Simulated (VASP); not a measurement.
The system is SiMo3.

```
Si Mo
1.0
     3.83229    0.00000    0.00000
     0.00000    3.83229    0.00000
     0.00000    0.00000    5.05775
Si Mo
1 3
Cartesian
  0.0000 0.0000 2.5289
  0.0000 0.0000 0.0000
  1.9161 1.9161 2.5289
  1.9161 1.9161 0.0000
```

| Property | Result |
| --- | --- |
| Program | VASP 6.6.1 |
| Task | relaxation of cell and atoms |
| Functional | PBE |
| Potentials or basis | VASP PAW PBE potentials, release 64 (Si, Mo_sv) |
| Cutoff | 600 eV |
| k mesh | 4 × 4 × 4 |
| Occupations | gaussian, width 0.1 eV |
| Spin | no spin polarisation |

At the start: pressure -10.8 GPa; volume 18.57 Å³/atom.

**Question.** How do energy, volume and symmetry change on relaxing?

**Answer.** Over 8 steps the energy falls by 153.7 meV/atom and the volume is 17.05 Å³/atom (-8.2 %); space group P4/mmm (No. 123, to 0.05 Å).

Step by step:
```tsv
step	energy change (eV)	largest force (eV/Å)	pressure (GPa)	volume (Å³)
1	0.0000	0.0000	-10.85	74.28
2	-0.1060	0.0000	24.09	61.26
3	-0.5569	0.0000	3.61	66.78
4	-0.5573	0.0000	4.05	66.63
5	-0.5846	0.0000	-0.87	68.81
6	-0.6136	0.0000	0.90	67.86
7	-0.6132	0.0000	-1.03	68.59
8	-0.6148	0.0000	-0.01	68.20
```

Final structure:
```
Si Mo
1.0
     3.60269    0.00000    0.00000
     0.00000    3.60269    0.00000
     0.00000    0.00000    5.25464
Si Mo
1 3
Direct
  0.00000 0.00000 0.50000
  0.00000 0.00000 0.00000
  0.50000 0.50000 0.50000
  0.50000 0.50000 0.00000
```

Caveat: the k points lie up to 0.44 Å⁻¹ apart in the final cell.
